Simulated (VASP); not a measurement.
# MgF2 (P4_2/mnm) in VASP: a series of runs

MgF2 is run at these levels: PBE; tasks: single point.

All numbers are computed with VASP 6.6.1; they aren't measurements. Logs are shortened: lines on timing, memory, paths and dates and some standing lists are left out, and cuts for length are marked.

## Step 1: The cell of the first run

It takes space group P4_2/mnm (No. 136, tetragonal). The conventional cell has a = 4.530 Å, b = 4.530 Å, c = 2.985 Å, α = 90.00°, β = 90.00°, γ = 90.00°. Mg (site symmetry mmm) has 6 F at 1.93 to 1.96 Å within 2.6 Å. F (site symmetry m2m) has 3 Mg at 1.93 to 1.96 Å and 1 F at 2.54 Å within 2.6 Å.

## Step 2: Single point, PBE (strain -2.0%)

The input, INCAR:

```
ALGO = Normal
EDIFF = 1E-6
ENCUT = 600
GGA = PE
GGA_COMPAT = False
ISIF = 2
ISMEAR = -1
LASPH = True
LCHARG = False
LREAL = False
LWAVE = False
NBANDS = 25
NELM = 120
PREC = Accurate
SIGMA = 0.02
```

The input, KPOINTS:

```
k-points
0
Gamma
  6 6 8
```

The input, POSCAR:

```
MgF2
1.0
    4.5295756747      0.0000000000      0.0000000000
    0.0000000000      4.5295756747      0.0000000000
    0.0000000000      0.0000000000      2.9851895244
Mg F
2 4
Direct
    0.0000000000      0.0000000000      0.0000000000
    0.5000000000      0.5000000000      0.5000000000
    0.3018831708      0.3018831708      0.0000000000
    0.1981168292      0.8018831708      0.5000000000
    0.8018831708      0.1981168292      0.5000000000
    0.6981168292      0.6981168292      0.0000000000
```

Potentials or basis: VASP PAW PBE potentials, release 64 (Mg, F).

Launch:

```
$ cat potpaw_PBE.64/Mg/POTCAR potpaw_PBE.64/F/POTCAR > POTCAR
$ mpirun -np 1 vasp_std > vasp.out
```

OUTCAR:

```text
EDIFF = 1E-6
   ENCUT = 600
   GGA = PE
   ISIF = 2
   ISMEAR = -1
   LASPH = True
   LREAL = False
   NELM = 120
   PREC = Accurate

 ion  position               nearest neighbor table
   1  0.000  0.000  0.000-   3 1.93   6 1.93   5 1.96   4 1.96   4 1.96   5 1.96   2 3.53   2 3.53
                             2 3.53   2 3.53   2 3.53   2 3.53   2 3.53   2 3.53
   2  0.500  0.500  0.500-   4 1.93   5 1.93   3 1.96   6 1.96   3 1.96   6 1.96   1 3.53   1 3.53
                             1 3.53   1 3.53   1 3.53   1 3.53   1 3.53   1 3.53
   3  0.302  0.302  0.000-   1 1.93   2 1.96   2 1.96
   4  0.198  0.802  0.500-   2 1.93   1 1.96   1 1.96
   5  0.802  0.198  0.500-   2 1.93   1 1.96   1 1.96
   6  0.698  0.698  0.000-   1 1.93   2 1.96   2 1.96

  LATTYP: Found a simple tetragonal cell.
 ALAT       =     4.5295756747
 C/A-ratio  =     0.6590439676

  Lattice vectors:

 A1 = (   4.5295756747,   0.0000000000,   0.0000000000)
 A2 = (   0.0000000000,   4.5295756747,   0.0000000000)
 A3 = (   0.0000000000,   0.0000000000,   2.9851895244)

Analysis of symmetry for initial positions (statically):
=====================================================================
 Subroutine PRICEL returns:
 Original cell was already a primitive cell.

 Routine SETGRP: Setting up the symmetry group for a
 simple tetragonal supercell.

 Subroutine GETGRP returns: Found 16 space group operations
 (whereof  8 operations were pure point group operations)
 out of a pool of 16 trial point group operations.

The static configuration has the point symmetry D_2h.
 The point group associated with its full space group is D_4h.

Analysis of symmetry for dynamics (positions and initial velocities):
=====================================================================
 Subroutine PRICEL returns:
 Original cell was already a primitive cell.

 Routine SETGRP: Setting up the symmetry group for a
 simple tetragonal supercell.

 Subroutine GETGRP returns: Found 16 space group operations
 (whereof  8 operations were pure point group operations)
 out of a pool of 16 trial point group operations.

The dynamic configuration has the point symmetry D_2h.
 The point group associated with its full space group is D_4h.

 Subroutine INISYM returns: Found 16 space group operations
 (whereof  8 operations are pure point group operations),
 and found     1 'primitive' translations

[... 98 lines left out ...]
   LSORBIT =      F    spin-orbit coupling
   LASPH  =      T    aspherical Exc in radial PAW
   ENCUT  =  600.0 eV  44.10 Ry    6.64 a.u.   9.05  9.05  5.96*2*pi/ulx,y,z
   NELM   =    120;   NELMIN=  2; NELMDL= -5     # of ELM steps
   EDIFF  = 0.1E-05   stopping-criterion for ELM
   LREAL  =      F    real-space projection
   EDIFFG = 0.1E-04   stopping-criterion for IOM
   NSW    =      0    number of steps for IOM
   IBRION =     -1    ionic relax: 0-MD 1-quasi-New 2-CG
   NFREE  =      0    steps in history (QN), initial steepest desc. (CG)
   ISIF   =      2    stress and relaxation
   ISYM   =      2    0-nonsym 1-usesym 2-fastsym
   POTIM  = 0.5000    time-step for ionic-motion
   TEBEG  =    0.0;   TEEND  =   0.0 temperature during run
   PSTRESS=    0.0 pullay stress
   NELECT =      32.0000    total number of electrons
   NUPDOWN=      -1.0000    fix difference up-down
   EMIN   =  10.00;   EMAX   =-10.00  energy-range for DOS
   EFERMI =   0.00;   METHOD = LEGACY
   ISMEAR =    -1;   SIGMA  =   0.02  broadening in eV -4-tet -1-fermi 0-gaus
   EFERMI_NEDOS =   21; number of points for ismear=-14 and -15
   IALGO  =     38    algorithm
   IMIX   =      4    mixing-type and parameters
     AMIX     =   0.40;   BMIX     =  1.00
     AMIX_MAG =   1.60;   BMIX_MAG =  1.00
  volume/ion in A,a.u.               =      10.21        68.89
  Fermi-wavevector in a.u.,A,eV,Ry     =   1.318548  2.491694 23.654654  1.738568
  Thomas-Fermi vector in A             =   2.448510
   LORBIT       =      0    0 simple, 1 ext, 2 COOP (PROOUT), +10 PAW based schemes
   GGA     = PE    functional components
   LHFCALC =     F    Hartree Fock is set to
   AEXX    =    0.0000 exact exchange contribution
   IVDW    =     0    specifies the selected vdW correction
   LEPSILON=     F    determine dielectric tensor
   LRPA    =     F    only Hartree local field effects (RPA)
 non-spin polarized calculation
  energy-cutoff  :      600.00
  volume of cell :       61.25
 maximum number of plane-waves:      2076
   NGX = 19   NGY = 19   NGZ = 11

 number of electron      31.9999996 magnetization

 Free energy of the ion-electron system (eV)
  ---------------------------------------------------
  ext. energy  EPLUGINS =         0.00000000
  ---------------------------------------------------
  free energy    TOTEN  =       -31.32262316 eV

  energy without entropy =      -31.32262316  energy(sigma->0) =      -31.32262316

 E-fermi :  -0.4072     XC(G=0): -10.0426

 val. band max:       -0.8043197932   @ k =   0.0000   0.0000   0.0000
 cond. band min:       6.7465168209   @ k =   0.0000   0.0000   0.0000
 fundamental gap:      7.5508366141
 Fermi energy:        -0.4071854209

 k-point     1 :       0.0000    0.0000    0.0000
  band No.  band energies     occupation
      1     -21.8024      2.00000
      2     -20.8796      2.00000
      3     -20.8796      2.00000
      4     -20.7618      2.00000
      5      -5.1336      2.00000
      6      -3.5820      2.00000
[... 661 lines left out ...]
     24      16.0870      0.00000
     25      17.4927      0.00000

 [... further k-points ...]
[... 5 lines left out ...]
  --------------------------------------------------------------------------------------
  -------------------------------------------------------------------------------------
  Total        4.2719811      4.2719811      4.7000643     -0.0000000      0.0000000      0.0000000
  in kB      111.7513950    111.7513950    122.9496877     -0.0000000      0.0000000      0.0000000
  external PRESSURE =     115.4841593 kB  Pullay stress =       0.0000000 kB

 VOLUME and BASIS-vectors are now :
 -----------------------------------------------------------------------------
  energy-cutoff  :      600.00
  volume of cell :       61.25
      direct lattice vectors                 reciprocal lattice vectors
     4.529575675  0.000000000  0.000000000     0.220771232  0.000000000  0.000000000
     0.000000000  4.529575675  0.000000000     0.000000000  0.220771232  0.000000000
     0.000000000  0.000000000  2.985189524     0.000000000  0.000000000  0.334987106

 POSITION                                       TOTAL-FORCE (eV/Angst)
 -----------------------------------------------------------------------------------
      0.00000      0.00000      0.00000         0.000000     -0.000000      0.000000
      2.26479      2.26479      1.49259         0.000000     -0.000000      0.000000
      1.36740      1.36740      0.00000        -0.016505     -0.016505      0.000000
      0.89739      3.63219      1.49259         0.016505     -0.016505      0.000000
      3.63219      0.89739      1.49259        -0.016505      0.016505     -0.000000
      3.16217      3.16217      0.00000         0.016505      0.016505     -0.000000
 -----------------------------------------------------------------------------------
    total drift:                                0.000000      0.000000     -0.000000

  FREE ENERGIE OF THE ION-ELECTRON SYSTEM (eV)
  ---------------------------------------------------
  free  energy   TOTEN  =       -31.3226231601 eV

  energy  without entropy=      -31.3226231601  energy(sigma->0) =      -31.32262316
```

Wall time 82 s (1 thread of Oxide Virtual Turin-like, shared host); peak memory 0.18 GiB.

Results:

| Quantity | Value |
| --- | --- |
| Free energy | -31.3226 eV |
| Pressure | 11.5 GPa |
| Largest force | 0.023 eV/Å |
| Band gap on the k mesh | 7.55 eV |

Forces on the atoms (eV/Å):
```
Mg   0.000  0.000  0.000
Mg   0.000  0.000  0.000
F   -0.017 -0.017  0.000
F    0.017 -0.017  0.000
F   -0.017  0.017  0.000
F    0.017  0.017  0.000
```

Levels at points of the mesh, in eV from the valence-band top:
```csv
k point,band 12,band 13,band 14,band 15,band 16,band 17,band 18,band 19,band 20,band 21
"(0.00, 0.00, 0.00)",-1.30,-0.73,-0.34,-0.34,0.00,7.55,12.69,12.69,14.13,14.94
"(0.50, 0.00, 0.00)",-1.49,-1.02,-1.02,-0.41,-0.41,10.02,10.02,13.98,13.98,16.08
"(0.50, 0.50, 0.00)",-1.36,-1.03,-1.03,-0.86,-0.86,11.76,11.76,11.89,11.89,17.86
"(0.00, 0.00, 0.50)",-1.53,-1.29,-1.29,-0.93,-0.93,12.40,12.40,15.43,15.43,15.84
"(0.50, 0.00, 0.50)",-1.48,-0.79,-0.79,-0.73,-0.73,13.26,13.26,14.12,14.12,16.23
"(0.50, 0.50, 0.50)",-1.49,-0.68,-0.68,-0.51,-0.51,13.70,13.70,13.98,13.98,15.17
```

Caveat: the cell differs from its parent crystal (strain -2.0%); the cell stands under pressure; the structure was generated, so it needn't be the stable form of MgF2. A k mesh can miss the band edges.

## Step 3: Single point, PBE (strain -1.0%)

The input, INCAR:

```
SYSTEM = MgF2
ALGO = Normal ; EDIFF = 1E-6
ENCUT = 600 ; GGA = PE
GGA_COMPAT = .False. ; ISIF = 2
ISMEAR = -1 ; LASPH = .True.
LCHARG = .False. ; LREAL = .False.
LWAVE = .False. ; NBANDS = 25
NELM = 120 ; PREC = Accurate
SIGMA = 0.02
```

The input, KPOINTS:

```
k-points
0
Gamma
  6 6 8
  0 0 0
```

The input, POSCAR:

```
MgF2
1.0
    4.5757958346      0.0000000000      0.0000000000
    0.0000000000      4.5757958346      0.0000000000
    0.0000000000      0.0000000000      3.0156506419
Mg F
2 4
Direct
    0.0000000000      0.0000000000      0.0000000000
    0.5000000000      0.5000000000      0.5000000000
    0.3023852470      0.3023852470      0.0000000000
    0.1976147530      0.8023852470      0.5000000000
    0.8023852470      0.1976147530      0.5000000000
    0.6976147530      0.6976147530      0.0000000000
```

Potentials or basis: VASP PAW PBE potentials, release 64 (Mg, F).

Launch:

```
$ cat potpaw_PBE.64/Mg/POTCAR potpaw_PBE.64/F/POTCAR > POTCAR
$ mpirun -np 1 vasp_std > vasp.out
```

OUTCAR:

```text
SYSTEM = MgF2
   EDIFF = 1E-6
   ENCUT = 600
   GGA = PE
   ISIF = 2
   ISMEAR = -1
   LASPH = .True.
   LREAL = .False.
   NELM = 120
   PREC = Accurate

 ion  position               nearest neighbor table
   1  0.000  0.000  0.000-   3 1.96   6 1.96   5 1.98   4 1.98   4 1.98   5 1.98   2 3.57   2 3.57
                             2 3.57   2 3.57   2 3.57   2 3.57   2 3.57   2 3.57
   2  0.500  0.500  0.500-   4 1.96   5 1.96   3 1.98   6 1.98   3 1.98   6 1.98   1 3.57   1 3.57
                             1 3.57   1 3.57   1 3.57   1 3.57   1 3.57   1 3.57
   3  0.302  0.302  0.000-   1 1.96   2 1.98   2 1.98
   4  0.198  0.802  0.500-   2 1.96   1 1.98   1 1.98
   5  0.802  0.198  0.500-   2 1.96   1 1.98   1 1.98
   6  0.698  0.698  0.000-   1 1.96   2 1.98   2 1.98

[... 881 lines left out ...]
  Total        2.8307557      2.8307557      3.1381545      0.0000000      0.0000000      0.0000000
  in kB       71.8288096     71.8288096     79.6288795      0.0000000      0.0000000      0.0000000
  external PRESSURE =      74.4288329 kB  Pullay stress =       0.0000000 kB

 VOLUME and BASIS-vectors are now :
 -----------------------------------------------------------------------------
  energy-cutoff  :      600.00
  volume of cell :       63.14
      direct lattice vectors                 reciprocal lattice vectors
     4.575795835  0.000000000  0.000000000     0.218541219  0.000000000  0.000000000
     0.000000000  4.575795835  0.000000000     0.000000000  0.218541219  0.000000000
     0.000000000  0.000000000  3.015650642     0.000000000  0.000000000  0.331603398

 POSITION                                       TOTAL-FORCE (eV/Angst)
 -----------------------------------------------------------------------------------
      0.00000      0.00000      0.00000         0.000000     -0.000000      0.000000
      2.28790      2.28790      1.50783         0.000000     -0.000000      0.000000
      1.38365      1.38365      0.00000        -0.017365     -0.017365      0.000000
      0.90424      3.67155      1.50783         0.017365     -0.017365      0.000000
      3.67155      0.90424      1.50783        -0.017365      0.017365      0.000000
      3.19214      3.19214      0.00000         0.017365      0.017365      0.000000
 -----------------------------------------------------------------------------------
    total drift:                                0.000000     -0.000000     -0.000000

  FREE ENERGIE OF THE ION-ELECTRON SYSTEM (eV)
  ---------------------------------------------------
  free  energy   TOTEN  =       -31.4411102259 eV

  energy  without entropy=      -31.4411102259  energy(sigma->0) =      -31.44111023
```

Run time: 98 s. Hardware: 1 thread of Oxide Virtual Turin-like, shared host; peak memory 0.2 GiB.

Results:

| Property | Result |
| --- | --- |
| Free energy | -31.4411 eV |
| Pressure | 7.4 GPa |
| Largest force | 0.025 eV/Å |
| Band gap on the k mesh | 7.33 eV |

Forces in eV/Å, atoms in the order of the input:
```
Mg   0.000  0.000  0.000
Mg   0.000  0.000  0.000
F   -0.017 -0.017  0.000
F    0.017 -0.017  0.000
F   -0.017  0.017  0.000
F    0.017  0.017  0.000
```

Stress tensor (GPa, compression positive):
```
7.18 0.00 0.00
0.00 7.18 0.00
0.00 0.00 7.96
```

Caveat: the cell differs from its parent crystal (strain -1.0%); the cell stands under pressure; the structure was generated, so it needn't be the stable form of MgF2. A k mesh can miss the band edges.

## Step 4: Single point, PBE

This run uses another cell than the first one, of 10.85 Å³/atom.

The input, INCAR:

```
PREC = Accurate
ENCUT = 600
EDIFF = 1E-6
ISMEAR = -1
SIGMA = 0.02
LREAL = F
LASPH = T
NELM = 120
ALGO = Normal
ISIF = 2
LWAVE = F
LCHARG = T
GGA = PE
LELF = T
LVHAR = T
NBANDS = 25
GGA_COMPAT = F
```

The input, KPOINTS:

```
regular mesh
0
Gamma
  6 6 8
```

The input, POSCAR:

```
MgF2
1.0
    4.6220159946      0.0000000000      0.0000000000
    0.0000000000      4.6220159946      0.0000000000
    0.0000000000      0.0000000000      3.0461117595
Mg F
2 4
Direct
    0.0000000000      0.0000000000      0.0000000000
    0.5000000000      0.5000000000      0.5000000000
    0.3029505751      0.3029505751      0.0000000000
    0.1970494249      0.8029505751      0.5000000000
    0.8029505751      0.1970494249      0.5000000000
    0.6970494249      0.6970494249      0.0000000000
```

Launch:

```
$ cat potpaw_PBE.64/Mg/POTCAR potpaw_PBE.64/F/POTCAR > POTCAR
$ mpirun -np 1 vasp_std > vasp.out
```

It took 97 s on 1 thread of Oxide Virtual Turin-like, shared host; peak memory 0.2 GiB.

Results (log left out):

```
Free energy            : -31.5156 eV
Pressure               : 3.9 GPa
Largest force          : 0.026 eV/Å
Band gap on the k mesh : 7.12 eV
```

Forces on the atoms (eV/Å):
```
Mg   0.000  0.000  0.000
Mg   0.000  0.000  0.000
F   -0.018 -0.018  0.000
F    0.018 -0.018  0.000
F   -0.018  0.018  0.000
F    0.018  0.018  0.000
```

Stress tensor (GPa, compression positive):
```
3.71 0.00 0.00
0.00 3.71 0.00
0.00 0.00 4.14
```

Levels at points of the mesh, in eV from the valence-band top:
```tsv
k point	band 13	band 14	band 15	band 16	band 17	band 18	band 19	band 20
(0.00, 0.00, 0.00)	-0.73	-0.32	-0.32	0.00	7.12	12.28	12.28	13.76
(0.50, 0.00, 0.00)	-0.98	-0.98	-0.38	-0.38	9.53	9.53	13.53	13.53
(0.50, 0.50, 0.00)	-0.95	-0.95	-0.78	-0.78	11.24	11.24	11.32	11.32
(0.00, 0.00, 0.50)	-1.15	-1.15	-0.86	-0.86	11.88	11.88	14.99	14.99
(0.50, 0.00, 0.50)	-0.74	-0.74	-0.67	-0.67	12.78	12.78	13.50	13.50
(0.50, 0.50, 0.50)	-0.61	-0.61	-0.48	-0.48	13.33	13.33	13.35	13.35
```

Caveat: the cell stands under pressure; the structure was generated, so it needn't be the stable form of MgF2.

(Continued in part 2 of 2.)
